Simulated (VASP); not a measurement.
Set up this calculation in VASP 6.6.1, as the native input.

```yaml
Task: electric field gradients
Functional: PBEsol
Potentials_or_basis: VASP PAW PBE potentials, release 64 (Na_pv, Cl)
Cutoff: 520 eV
k_mesh: 9 × 9 × 9
Occupations: fermi-dirac, width 0.03 eV
Spin: no spin polarisation
Dipole_correction: no
Further_INCAR_settings: ALGO = Normal; EDIFF = 1e-08; NBANDS = 14
```

The structure of NaCl lies in POSCAR:

```
NaCl
1.0
    2.8600000000     -0.0286000000     -0.0286000000
   -0.0286000000      2.8600000000     -0.0286000000
   -0.0286000000     -0.0286000000      2.8600000000
Na Cl
1 1
Direct
    0.0000000000      0.0000000000      0.0000000000
    0.5000000000      0.5000000000      0.5000000000
```

This cell differs from its parent crystal: equal xy, yz and zx shear strains of -2 %.

The input as run:

INCAR

```
SYSTEM = NaCl
PREC = Accurate
ENCUT = 520
EDIFF = 1E-8
ISMEAR = -1
SIGMA = 0.03
LREAL = .FALSE.
LASPH = .TRUE.
NELM = 100
ALGO = Normal
ISIF = 2
LWAVE = .FALSE.
LCHARG = .FALSE.
GGA = PS
LEFG = .TRUE.
NBANDS = 14
```

KPOINTS

```
regular mesh
0
G
  9 9 9
  0 0 0
```

Potentials or basis: VASP PAW PBE potentials, release 64 (Na_pv, Cl).

The run is started by

```sh
$ cat potpaw_PBE.64/Na_pv/POTCAR potpaw_PBE.64/Cl/POTCAR > POTCAR
$ mpirun -np 1 vasp_std > vasp.out
```

It gave:

* Pressure: 60.3 GPa
* Band gap on the k mesh: 4.55 eV, direct

Caveat: the cell differs from its parent crystal (equal xy, yz and zx shear strains of -2 %); without QUAD_EFG the Cq values of the log hold for a quadrupole moment of 1 mb, not for the nuclei; the PAW data sets were made with another functional, which shifts forces and pressure a little.

It took 12 s on 1 thread of Intel(R) Xeon(R) Platinum 8488C (Sapphire Rapids), with other jobs on the host, peak memory 0.15 GiB.
